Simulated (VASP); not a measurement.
# K (Fd-3m) in VASP: further runs, part 2 of 2

VASP 6.6.1. Earlier steps stand in the parts before.

**3. Single point, BLYP**

This run uses another cell than the first one, of 130.98 Å³/atom.

INCAR reads:

```
SYSTEM = K
PREC = Accurate ; ENCUT = 520
EDIFF = 1E-6 ; ISMEAR = -1
SIGMA = 0.1 ; LREAL = .FALSE.
LASPH = .TRUE. ; NELM = 60
ALGO = Normal ; ISIF = 2
LWAVE = .FALSE. ; LCHARG = .TRUE.
GGA = B5 ; ALDAX = 1.0
AGGAX = 1.0 ; AGGAC = 1.0
ALDAC = 0.0 ; LELF = .TRUE.
LVHAR = .TRUE. ; NBANDS = 16
```

KPOINTS reads:

```
regular mesh
0
G
  6 6 6
  0 0 0
```

POSCAR reads:

```
K
1.0
    0.0000000000      5.0784803390      5.0784803390
    5.0784803390      0.0000000000      5.0784803390
    5.0784803390      5.0784803390      0.0000000000
K
2
Direct
    0.1250000000      0.1250000000      0.1250000000
    0.8750000000      0.8750000000      0.8750000000
```

Potentials or basis: VASP PAW PBE potentials, release 64 (K_sv).

Started as:

```sh
cat potpaw_PBE.64/K_sv/POTCAR > POTCAR
mpirun -np 1 vasp_std > vasp.out
```

OUTCAR:

```text
SYSTEM = K
   PREC = Accurate
   ENCUT = 520
   EDIFF = 1E-6
   ISMEAR = -1
   LREAL = .FALSE.
   LASPH = .TRUE.
   NELM = 60
   ISIF = 2
   GGA = B5

 ion  position               nearest neighbor table
   1  0.125  0.125  0.125-
   2  0.875  0.875  0.875-

  LATTYP: Found a face centered cubic cell.
 ALAT       =    10.1569606780

  Lattice vectors:

 A1 = (   0.0000000000,   5.0784803390,   5.0784803390)
 A2 = (   5.0784803390,   0.0000000000,   5.0784803390)
 A3 = (   5.0784803390,   5.0784803390,   0.0000000000)

Analysis of symmetry for initial positions (statically):
=====================================================================
 Subroutine PRICEL returns:
 Original cell was already a primitive cell.

 Routine SETGRP: Setting up the symmetry group for a
 face centered cubic supercell.

 Subroutine GETGRP returns: Found 48 space group operations
 (whereof 12 operations were pure point group operations)
 out of a pool of 48 trial point group operations.

[... 150 lines left out ...]
  ---------------------------------------------------
  free energy    TOTEN  =        -1.11328372 eV

  energy without entropy =       -1.06832221  energy(sigma->0) =       -1.09080296

 E-fermi :  -0.6688     XC(G=0):  -3.7600

 val. band max:       -0.6850235054   @ k =   0.5000   0.5000   0.0000
 cond. band min:      -0.6281771869   @ k =  -0.3333   0.5000   0.1667
 fundamental gap:      0.0568463185
 Fermi energy:        -0.6688333168

 k-point     1 :       0.0000    0.0000    0.0000
  band No.  band energies     occupation
      1     -33.2011      2.00000
      2     -33.1947      2.00000
      3     -16.7785      2.00000
      4     -16.7785      2.00000
      5     -16.7785      2.00000
      6     -16.7421      2.00000
[... 281 lines left out ...]
      3     -16.7854      2.00000
      4     -16.7854      2.00000
      5     -16.7605      2.00000
      6     -16.7605      2.00000
[... 8 lines left out ...]
     15       2.3526      0.00000
     16       2.3526      0.00000

------------------------ aborting loop because EDIFF is reached ----------------------------------------

  FORCE on cell =-STRESS in cart. coord.  units (eV):
  Direction    XX          YY          ZZ          XY          YZ          ZX
  --------------------------------------------------------------------------------------
  -------------------------------------------------------------------------------------
  Total        0.0318246      0.0318246      0.0318246      0.0000000      0.0000000      0.0000000
  in kB        0.1946444      0.1946444      0.1946444      0.0000000      0.0000000      0.0000000
  external PRESSURE =       0.1946444 kB  Pullay stress =       0.0000000 kB

 VOLUME and BASIS-vectors are now :
 -----------------------------------------------------------------------------
  energy-cutoff  :      520.00
  volume of cell :      261.96
      direct lattice vectors                 reciprocal lattice vectors
     0.000000000  5.078480339  5.078480339    -0.098454649  0.098454649  0.098454649
     5.078480339  0.000000000  5.078480339     0.098454649 -0.098454649  0.098454649
     5.078480339  5.078480339  0.000000000     0.098454649  0.098454649 -0.098454649

 POSITION                                       TOTAL-FORCE (eV/Angst)
 -----------------------------------------------------------------------------------
      1.26962      1.26962      1.26962        -0.000000     -0.000000     -0.000000
      8.88734      8.88734      8.88734         0.000000      0.000000      0.000000
 -----------------------------------------------------------------------------------
    total drift:                               -0.000000      0.000000     -0.000000

  FREE ENERGIE OF THE ION-ELECTRON SYSTEM (eV)
  ---------------------------------------------------
  free  energy   TOTEN  =        -1.1132837236 eV

  energy  without entropy=       -1.0683222063  energy(sigma->0) =       -1.09080296
```

OSZICAR:

```text
N       E                     dE             d eps       ncg     rms          rms(c)
DAV:   1     0.113961834092E+03    0.11396E+03   -0.69425E+03   520   0.806E+02
DAV:   2     0.852231273884E+01   -0.10544E+03   -0.10385E+03   648   0.229E+02
DAV:   3    -0.150877752577E+00   -0.86732E+01   -0.86493E+01   904   0.503E+01
DAV:   4    -0.109769202600E+01   -0.94681E+00   -0.94659E+00   760   0.106E+01
DAV:   5    -0.110645417248E+01   -0.87621E-02   -0.87618E-02   832   0.118E+00    0.183E+00
DAV:   6    -0.110848659661E+01   -0.20324E-02   -0.39547E-03   896   0.419E-01    0.123E+00
DAV:   7    -0.111258819061E+01   -0.41016E-02   -0.72447E-03   792   0.415E-01    0.109E-01
DAV:   8    -0.111275199337E+01   -0.16380E-03   -0.86657E-04   704   0.214E-01    0.420E-02
DAV:   9    -0.111315778957E+01   -0.40580E-03   -0.49244E-04   656   0.868E-02    0.283E-02
DAV:  10    -0.111327325342E+01   -0.11546E-03   -0.28892E-04   592   0.646E-02    0.216E-02
DAV:  11    -0.111328148375E+01   -0.82303E-05   -0.16998E-05   744   0.143E-02    0.559E-03
DAV:  12    -0.111328335310E+01   -0.18694E-05   -0.27966E-06   552   0.705E-03    0.193E-03
DAV:  13    -0.111328372360E+01   -0.37050E-06   -0.51943E-07   600   0.297E-03
   1 F= -.11132837E+01 E0= -.10908030E+01  d E =-.449615E-01
```

stdout:

```text
POSCAR found type information on POSCAR K
 POSCAR found :  1 types and       2 ions
 scaLAPACK will be used
 -----------------------------------------------------------------------------
|                                                                             |
|                                                                             |
|     You enforced a specific xc type in the INCAR file but a different       |
|     I HOPE YOU KNOW WHAT YOU ARE DOING!                                     |
|                                                                             |
 -----------------------------------------------------------------------------

 LDA part: xc-table for (Slater(with rela. corr.)+VWN5), standard interpolation
 POSCAR, INCAR and KPOINTS ok, starting setup
 FFT: planning ... GRIDC
 FFT: planning ... GRID_SOFT
 FFT: planning ... GRID
 WAVECAR not read
 entering main loop
```

Wall time 66 s (1 thread of Intel Xeon 6975P-C (Granite Rapids), shared host); peak memory 0.41 GiB.

Results:

```
Free energy            : -1.1133 eV
Pressure               : 0.0 GPa
Band gap on the k mesh : zero (bands 9 and 10 overlap by 0.06 eV)
```

Caveat: the PAW data sets were made with another functional, which shifts forces and pressure a little.

**4. Single point, BLYP (130.98 Å³/atom)**

This run uses another cell than the first one, of 130.98 Å³/atom.

INCAR reads:

```
AGGAC = 1.0
AGGAX = 1.0
ALDAC = 0.0
ALDAX = 1.0
ALGO = Normal
EDIFF = 1E-6
ENCUT = 520
GGA = B5
ISIF = 2
ISMEAR = -1
LASPH = True
LCHARG = False
LREAL = False
LWAVE = False
NBANDS = 16
NELM = 100
PREC = Accurate
SIGMA = 0.1
```

KPOINTS reads:

```
k-points
0
Gamma
  6 6 6
```

POSCAR is that of step 3.

Started as:

```sh
cat potpaw_PBE.64/K_sv/POTCAR > POTCAR
mpirun -np 1 vasp_std > vasp.out
```

It took 60 s on 1 thread of Intel Xeon 6975P-C (Granite Rapids), shared host; peak memory 0.4 GiB.

The run converged. Its results:

| Property | Result |
| --- | --- |
| Free energy | -1.1133 eV |
| Pressure | 0.0 GPa |
| Band gap on the k mesh | zero (bands 9 and 10 overlap by 0.06 eV) |

Levels at points of the mesh, in eV from the Fermi level:
```csv
k point,band 6,band 7,band 8,band 9,band 10,band 11,band 12,band 13
"(0.00, 0.00, 0.00)",-16.07,-16.07,-16.07,-1.44,2.19,2.19,2.19,2.52
"(0.50, 0.00, 0.00)",-16.08,-16.07,-16.07,-0.63,0.14,2.14,2.14,2.20
"(0.50, 0.50, 0.00)",-16.09,-16.07,-16.07,-0.02,-0.02,1.57,1.57,1.59
```

Caveat: the PAW data sets were made with another functional, which shifts forces and pressure a little.

**5. Single point, BLYP (136.22 Å³/atom)**

This run uses another cell than the first one, of 136.22 Å³/atom.

INCAR reads:

```
SYSTEM = K
AGGAC = 1.0
AGGAX = 1.0
ALDAC = 0.0
ALDAX = 1.0
ALGO = Normal
EDIFF = 1E-7
ENCUT = 520
GGA = B5
ISIF = 2
ISMEAR = -1
LASPH = .TRUE.
LCHARG = .FALSE.
LREAL = .FALSE.
LWAVE = .FALSE.
NBANDS = 16
NELM = 60
PREC = Accurate
SIGMA = 0.1
```

KPOINTS reads:

```
k-points
0
G
  6 6 6
  0 0 0
```

POSCAR reads:

```
K
1.0
    0.0000000000      5.1453101126      5.1453101126
    5.1453101126      0.0000000000      5.1453101126
    5.1453101126      5.1453101126      0.0000000000
K
2
Direct
    0.1250000000      0.1250000000      0.1250000000
    0.8750000000      0.8750000000      0.8750000000
```

Started as:

```sh
cat potpaw_PBE.64/K_sv/POTCAR > POTCAR
mpirun -np 1 vasp_std > vasp.out
```

Wall time 66 s (1 thread of Intel Xeon 6975P-C (Granite Rapids), shared host); peak memory 0.41 GiB.

The run converged. Its results:

* Free energy: -1.1138 eV
* Pressure: 0.0 GPa
* Band gap on the k mesh: zero (bands 9 and 10 overlap by 0.05 eV)

Levels at points of the mesh, in eV from the Fermi level:
```csv
k point,band 7,band 8,band 9,band 10,band 11,band 12
"(0.00, 0.00, 0.00)",-16.07,-16.07,-1.39,2.16,2.16,2.16
"(0.50, 0.00, 0.00)",-16.07,-16.07,-0.61,0.16,2.10,2.10
"(0.50, 0.50, 0.00)",-16.07,-16.07,-0.02,-0.02,1.56,1.56
```

Caveat: the PAW data sets were made with another functional, which shifts forces and pressure a little.

**6. Single point, BLYP (141.46 Å³/atom)**

This run uses another cell than the first one, of 141.46 Å³/atom.

INCAR reads:

```
SYSTEM = K
  PREC = Accurate
  ENCUT = 520
  EDIFF = 1E-6
  ISMEAR = -1
  SIGMA = 0.1
  LREAL = .FALSE.
  LASPH = .TRUE.
  NELM = 60
  ALGO = Normal
  ISIF = 2
  LWAVE = .FALSE.
  LCHARG = .TRUE.
  GGA = B5
  ALDAX = 1.0
  AGGAX = 1.0
  AGGAC = 1.0
  ALDAC = 0.0
  LELF = .TRUE.
  LVHAR = .TRUE.
  NBANDS = 16
```

KPOINTS reads:

```
regular mesh
0
G
  6 6 6
  0 0 0
```

POSCAR reads:

```
K
1.0
    0.0000000000      5.2104475352      5.2104475352
    5.2104475352      0.0000000000      5.2104475352
    5.2104475352      5.2104475352      0.0000000000
K
2
Direct
    0.1250000000      0.1250000000      0.1250000000
    0.8750000000      0.8750000000      0.8750000000
```

Potentials or basis: VASP PAW PBE potentials, release 64 (K_sv).

Started as:

```sh
cat potpaw_PBE.64/K_sv/POTCAR > POTCAR
mpirun -np 1 vasp_std > vasp.out
```

Run time: 66 s. Hardware: 1 thread of Intel Xeon 6975P-C (Granite Rapids), shared host; peak memory 0.43 GiB.

It converged, with:

* Free energy: -1.1121 eV
* Pressure: 0.0 GPa
* Band gap on the k mesh: zero (bands 9 and 10 overlap by 0.05 eV)

Levels at points of the mesh, in eV from the Fermi level:
```csv
k point,band 6,band 7,band 8,band 9,band 10,band 11,band 12,band 13
"(0.00, 0.00, 0.00)",-16.08,-16.08,-16.08,-1.34,2.14,2.14,2.14,2.48
"(0.50, 0.00, 0.00)",-16.08,-16.07,-16.07,-0.60,0.18,2.06,2.06,2.14
"(0.50, 0.50, 0.00)",-16.09,-16.07,-16.07,-0.02,-0.02,1.54,1.54,1.61
```

Caveat: the PAW data sets were made with another functional, which shifts forces and pressure a little.

**7. Overview**

```tsv
cell	gap on the mesh (eV)	pressure (GPa)
a = 7.085 Å, angles 60.0°, 2 atoms	none	0.1
a = 7.182 Å, angles 60.0°, 2 atoms	none	0.0
a = 7.277 Å, angles 60.0°, 2 atoms	none	0.0
a = 7.369 Å, angles 60.0°, 2 atoms	none	0.0
```

Alike in all rows: task single point; level BLYP; potentials or basis VASP PAW PBE potentials, release 64 (K_sv); no spin polarisation; k mesh 6 × 6 × 6; cutoff (eV) 520; smearing fermi-dirac 0.1 eV.

Caveats: the PAW data sets were made with another functional, which shifts forces and pressure a little.

Total energies depend on the potentials used, so only differences within one code and one set of settings carry meaning.

The gap in the log of VASP goes by the Fermi energy; the results here count the filled bands.